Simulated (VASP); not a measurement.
# TiH5 in VASP: single point with PBE

Aim: the single point of TiH5 with PBE.

All numbers are computed with VASP 6.6.1; they aren't measurements. Logs are shortened: lines on timing, memory, paths and dates and some standing lists are left out, and cuts for length are marked.

**1. The cell of the first run**

The cell holds a sheet with vacuum, 6 atoms: a = 3.372 Å, b = 3.372 Å, c = 17.000 Å, α = 90.00°, β = 90.00°, γ = 120.00°.

**2. Single point, PBE**

Contents of INCAR:

```
ALGO = Normal
DIPOL = 0.5 0.5 0.500
EDIFF = 1E-7
ENCUT = 520
GGA = PE
IDIPOL = 3
ISIF = 2
ISMEAR = 0
LASPH = T
LCHARG = T
LDIPOL = T
LELF = T
LREAL = F
LVACPOTAV = T
LVHAR = T
LWAVE = F
NBANDS = 18
NELM = 100
PREC = Accurate
SIGMA = 0.1
```

Contents of KPOINTS:

```
k-points
0
Gamma
  6 6 1
```

Contents of POSCAR:

```
TiH5
1.0
    3.3724510000      0.0000000000      0.0000000000
   -1.6862260000      2.9206280000      0.0000000000
    0.0000000000      0.0000000000     17.0000000000
Ti H
1 5
Direct
    0.6666666700      0.3333333300      0.5000000000
    0.3333333300      0.6666666700      0.5432271900
    0.3333333300      0.6666666700      0.4567728100
    0.6666666700      0.3333333300      0.4149220000
    0.6666666700      0.3333333300      0.5850780000
    0.0000000000      0.0000000000      0.5000000000
```

Potentials or basis: VASP PAW PBE potentials, release 64 (Ti_sv, H).

On the command line:

```
$ cat potpaw_PBE.64/Ti_sv/POTCAR potpaw_PBE.64/H/POTCAR > POTCAR
$ mpirun -np 1 vasp_std > vasp.out
```

OUTCAR:

```text
EDIFF = 1E-7
   ENCUT = 520
   GGA = PE
   ISIF = 2
   ISMEAR = 0
   LASPH = T
   LREAL = F
   NELM = 100
   PREC = Accurate

 ion  position               nearest neighbor table
   1  0.667  0.333  0.500-   4 1.45   5 1.45
   2  0.333  0.667  0.543-
   3  0.333  0.667  0.457-
   4  0.667  0.333  0.415-   1 1.45
   5  0.667  0.333  0.585-   1 1.45
   6  0.000  0.000  0.500-

  LATTYP: Found a hexagonal cell.
 ALAT       =     3.3724510000
 C/A-ratio  =     5.0408441813

  Lattice vectors:

 A1 = (   3.3724510000,   0.0000000000,   0.0000000000)
 A2 = (  -1.6862260000,   2.9206280000,   0.0000000000)
 A3 = (   0.0000000000,   0.0000000000,  17.0000000000)

Analysis of symmetry for initial positions (statically):
=====================================================================
 Subroutine PRICEL returns:
 Original cell was already a primitive cell.

 Routine SETGRP: Setting up the symmetry group for a
 hexagonal supercell.

 Subroutine GETGRP returns: Found 12 space group operations
 (whereof 12 operations were pure point group operations)
 out of a pool of 24 trial point group operations.

The static configuration has the point symmetry D_3h.

Analysis of symmetry for dynamics (positions and initial velocities):
=====================================================================
 Subroutine PRICEL returns:
 Original cell was already a primitive cell.

 Routine SETGRP: Setting up the symmetry group for a
 hexagonal supercell.

 Subroutine GETGRP returns: Found 12 space group operations
 (whereof 12 operations were pure point group operations)
 out of a pool of 24 trial point group operations.

The dynamic configuration has the point symmetry D_3h.

 Subroutine INISYM returns: Found 12 space group operations
 (whereof 12 operations are pure point group operations),
 and found     1 'primitive' translations

----------------------------------------------------------------------------------------

                                     Primitive cell

  volume of cell :     167.4445

  direct lattice vectors                    reciprocal lattice vectors
     3.372451000  0.000000000  0.000000000     0.296520246  0.171196109  0.000000000
    -1.686226000  2.920628000  0.000000000     0.000000000  0.342392116  0.000000000
     0.000000000  0.000000000 17.000000000     0.000000000  0.000000000  0.058823529

  length of vectors
     3.372451000  3.372451043 17.000000000     0.342392120  0.342392116  0.058823529

  position of ions in fractional coordinates (direct lattice)
     0.666666670  0.333333330  0.500000000
     0.333333330  0.666666670  0.543227190
     0.333333330  0.666666670  0.456772810
     0.666666670  0.333333330  0.414922000
     0.666666670  0.333333330  0.585078000
     0.000000000  0.000000000  0.500000000

  ion indices of the primitive-cell ions
   primitive index   ion index
                 1           1
                 2           2
                 3           3
                 4           4
                 5           5
                 6           6

----------------------------------------------------------------------------------------

 KPOINTS: k-points

Automatic generation of k-mesh.
 Grid dimensions read from file:
 generate k-points for:    6    6    1

 Generating k-lattice:

  Cartesian coordinates                     Fractional coordinates (reciprocal lattice)
     0.049420041  0.028532685  0.000000000     0.166666667 -0.000000000  0.000000000
     0.000000000  0.057065353  0.000000000     0.000000000  0.166666667  0.000000000
     0.000000000  0.000000000  0.058823529     0.000000000  0.000000000  1.000000000

  Length of vectors
     0.057065353  0.057065353  0.058823529

  Shift w.r.t. Gamma in fractional coordinates (k-lattice)
     0.000000000  0.000000000  0.000000000

 Subroutine IBZKPT returns following result:
 ===========================================

 Found      7 irreducible k-points:

 Following reciprocal coordinates:
            Coordinates               Weight
  0.000000  0.000000  0.000000      1.000000
  0.166667 -0.000000  0.000000      6.000000
  0.333333  0.000000  0.000000      6.000000
  0.500000  0.000000  0.000000      3.000000
  0.166667  0.166667  0.000000      6.000000
  0.333333  0.166667  0.000000     12.000000
  0.333333  0.333333  0.000000      2.000000
   k-points           NKPTS =      7   k-points in BZ     NKDIM =      7   number of bands    NBANDS=     18
   number of dos      NEDOS =    301   number of ions     NIONS =      6
   total plane-waves  NPLWV =  98784
   dimension x,y,z NGX =    28 NGY =   28 NGZ =  126
   dimension x,y,z NGXF=    56 NGYF=   56 NGZF=  252
   ions per type =               1   5
   NGX,Y,Z   is equivalent  to a cutoff of  13.80, 13.80, 12.32 a.u.
   NGXF,Y,Z  is equivalent  to a cutoff of  27.61, 27.61, 24.64 a.u.
 SYSTEM =  unknown system
   PREC   = accura    normal or accurate (medium, high low for compatibility)
   ISTART =      0    job   : 0-new  1-cont  2-samecut
   ICHARG =      2    charge: 1-file 2-atom 10-const
   ISPIN  =      1    spin polarized calculation?
   LNONCOLLINEAR =      F non collinear calculations
   LSORBIT =      F    spin-orbit coupling
   LASPH  =      T    aspherical Exc in radial PAW
   ENCUT  =  520.0 eV  38.22 Ry    6.18 a.u.   6.27  6.27 31.61*2*pi/ulx,y,z
   NELM   =    100;   NELMIN=  2; NELMDL= -5     # of ELM steps
   EDIFF  = 0.1E-06   stopping-criterion for ELM
   LREAL  =      F    real-space projection
   EDIFFG = 0.1E-05   stopping-criterion for IOM
   NSW    =      0    number of steps for IOM
   IBRION =     -1    ionic relax: 0-MD 1-quasi-New 2-CG
   NFREE  =      0    steps in history (QN), initial steepest desc. (CG)
   ISIF   =      2    stress and relaxation
   ISYM   =      2    0-nonsym 1-usesym 2-fastsym
   POTIM  = 0.5000    time-step for ionic-motion
   TEBEG  =    0.0;   TEEND  =   0.0 temperature during run
   PSTRESS=    0.0 pullay stress
   NELECT =      17.0000    total number of electrons
   NUPDOWN=      -1.0000    fix difference up-down
   EMIN   =  10.00;   EMAX   =-10.00  energy-range for DOS
   EFERMI =   0.00;   METHOD = LEGACY
   ISMEAR =     0;   SIGMA  =   0.10  broadening in eV -4-tet -1-fermi 0-gaus
   EFERMI_NEDOS =   21; number of points for ismear=-14 and -15
   IALGO  =     38    algorithm
   IMIX   =      4    mixing-type and parameters
     AMIX     =   0.40;   BMIX     =  1.00
     AMIX_MAG =   1.60;   BMIX_MAG =  1.00
  volume/ion in A,a.u.               =      27.91       188.33
  Fermi-wavevector in a.u.,A,eV,Ry     =   0.763720  1.443222  7.935847  0.583268
  Thomas-Fermi vector in A             =   1.863464
   LORBIT       =      0    0 simple, 1 ext, 2 COOP (PROOUT), +10 PAW based schemes
   GGA     = PE    functional components
   LHFCALC =     F    Hartree Fock is set to
   AEXX    =    0.0000 exact exchange contribution
   IVDW    =     0    specifies the selected vdW correction
   LEPSILON=     F    determine dielectric tensor
   LRPA    =     F    only Hartree local field effects (RPA)
 non-spin polarized calculation
 Gauss-broadening in eV      SIGMA  =   0.10
  energy-cutoff  :      520.00
  volume of cell :      167.44
 maximum number of plane-waves:      4527
 NGX is ok and might be reduce to    28
   NGX = 13   NGY = 13   NGZ = 63

 number of electron      17.0000003 magnetization

 dipolmoment           0.000000      0.000000     -0.000000 electrons x Angstroem

 Free energy of the ion-electron system (eV)
  ---------------------------------------------------
  ext. energy  EPLUGINS =         0.00000000
  ---------------------------------------------------
  free energy    TOTEN  =       -21.28082265 eV

  energy without entropy =      -21.27156602  energy(sigma->0) =      -21.27619434

 E-fermi :  -4.0231     XC(G=0):  -3.0254

 val. band max:       -4.0320413844   @ k =   0.0000   0.0000   0.0000
 cond. band min:      -3.9484493928   @ k =   0.3333   0.0000   0.0000
 fundamental gap:      0.0835919915
 Fermi energy:        -4.0231488483

 k-point     1 :       0.0000    0.0000    0.0000
  band No.  band energies     occupation
      1     -61.3378      2.00000
      2     -37.6522      2.00000
      3     -37.5686      2.00000
      4     -37.5686      2.00000
      5     -13.1872      2.00000
      6      -8.3331      2.00000
[... 10 lines left out ...]
     17       4.2269      0.00000
     18       4.3556      0.00000

 k-point     2 :       0.1667   -0.0000    0.0000
  band No.  band energies     occupation
      1     -61.3341      2.00000
      2     -37.6475      2.00000
      3     -37.6068      2.00000
      4     -37.5766      2.00000
      5     -12.6917      2.00000
      6      -8.2245      2.00000
[... 10 lines left out ...]
     17       4.1924      0.00000
     18       4.7291      0.00000

 k-point     3 :       0.3333    0.0000    0.0000
  band No.  band energies     occupation
      1     -61.3267      2.00000
      2     -37.6824      2.00000
      3     -37.6380      2.00000
      4     -37.5925      2.00000
      5     -11.4208      2.00000
      6      -8.0854      2.00000
[... 10 lines left out ...]
     17       4.4305      0.00000
     18       5.0045      0.00000

 k-point     4 :       0.5000    0.0000    0.0000
  band No.  band energies     occupation
      1     -61.3229      2.00000
      2     -37.7198      2.00000
      3     -37.6333      2.00000
      4     -37.6004      2.00000
      5     -10.3542      2.00000
      6      -8.9443      2.00000
[... 10 lines left out ...]
     17       4.5459      0.00000
     18       5.7809      0.00000

 k-point     5 :       0.1667    0.1667    0.0000
  band No.  band energies     occupation
      1     -61.3285      2.00000
      2     -37.6562      2.00000
      3     -37.6404      2.00000
      4     -37.5960      2.00000
      5     -11.8040      2.00000
      6      -8.0773      2.00000
[... 10 lines left out ...]
     17       3.9559      0.00000
     18       5.4567      0.00000

 k-point     6 :       0.3333    0.1667    0.0000
  band No.  band energies     occupation
      1     -61.3229      2.00000
      2     -37.6998      2.00000
      3     -37.6333      2.00000
      4     -37.6208      2.00000
      5     -10.5400      2.00000
      6      -8.6004      2.00000
[... 10 lines left out ...]
     17       5.6579      0.00000
     18       5.7939      0.00000

 k-point     7 :       0.3333    0.3333    0.0000
  band No.  band energies     occupation
      1     -61.3211      2.00000
      2     -37.6718      2.00000
      3     -37.6717      2.00000
      4     -37.6309      2.00000
      5     -10.0997      2.00000
      6      -8.6262      2.00000
[... 10 lines left out ...]
     17       5.7504      0.00000
     18       6.0705      0.00000

------------------------ aborting loop because EDIFF is reached ----------------------------------------

  FORCE on cell =-STRESS in cart. coord.  units (eV):
  Direction    XX          YY          ZZ          XY          YZ          ZX
  --------------------------------------------------------------------------------------
  -------------------------------------------------------------------------------------
  Total       -4.4652031     -4.4652024     16.7027553      0.0000008     -0.0000000      0.0000000
  in kB      -42.7248933    -42.7248864    159.8188082      0.0000073     -0.0000000      0.0000000
  external PRESSURE =      24.7896762 kB  Pullay stress =       0.0000000 kB

 VOLUME and BASIS-vectors are now :
 -----------------------------------------------------------------------------
  energy-cutoff  :      520.00
  volume of cell :      167.44
      direct lattice vectors                 reciprocal lattice vectors
     3.372451000  0.000000000  0.000000000     0.296520246  0.171196109  0.000000000
    -1.686226000  2.920628000  0.000000000     0.000000000  0.342392116  0.000000000
     0.000000000  0.000000000 17.000000000     0.000000000  0.000000000  0.058823529

 POSITION                                       TOTAL-FORCE (eV/Angst)
 -----------------------------------------------------------------------------------
      1.68623      0.97354      8.50000         0.000000      0.000000     -0.000000
     -0.00000      1.94709      9.23486        -0.000000      0.000000      0.594931
     -0.00000      1.94709      7.76514        -0.000000      0.000000     -0.594931
      1.68623      0.97354      7.05367        -0.000000     -0.000000     -5.494137
      1.68623      0.97354      9.94633        -0.000000     -0.000000      5.494137
      0.00000      0.00000      8.50000        -0.000000     -0.000000     -0.000000
 -----------------------------------------------------------------------------------
    total drift:                               -0.000036      0.000021      0.000000

  FREE ENERGIE OF THE ION-ELECTRON SYSTEM (eV)
  ---------------------------------------------------
  free  energy   TOTEN  =       -21.2808226480 eV

  energy  without entropy=      -21.2715660245  energy(sigma->0) =      -21.27619434

 vacuum level on the upper side and lower side of the slab         2.158         2.158
```

Wall time 89 s (1 thread of Intel Xeon 8259CL, shared host); peak memory 0.26 GiB.

Results:

* Free energy: -21.2808 eV
* Largest force: 5.494 eV/Å

Forces in eV/Å, atoms in the order of the input:
```
Ti   0.000  0.000  0.000
H    0.000  0.000  0.595
H    0.000  0.000 -0.595
H    0.000  0.000 -5.494
H    0.000  0.000  5.494
H    0.000  0.000  0.000
```

Levels at points of the mesh, in eV from the Fermi level:
| k point | band 5 | band 6 | band 7 | band 8 | band 9 | band 10 | band 11 | band 12 | band 13 | band 14 |
| --- | --- | --- | --- | --- | --- | --- | --- | --- | --- | --- |
| (0.00, 0.00, 0.00) | -9.16 | -4.31 | -3.47 | -0.01 | -0.01 | 0.79 | 1.37 | 1.37 | 3.84 | 5.02 |
| (0.50, 0.00, 0.00) | -6.33 | -4.92 | -3.91 | -2.22 | -0.47 | 1.05 | 1.74 | 3.10 | 4.48 | 6.50 |
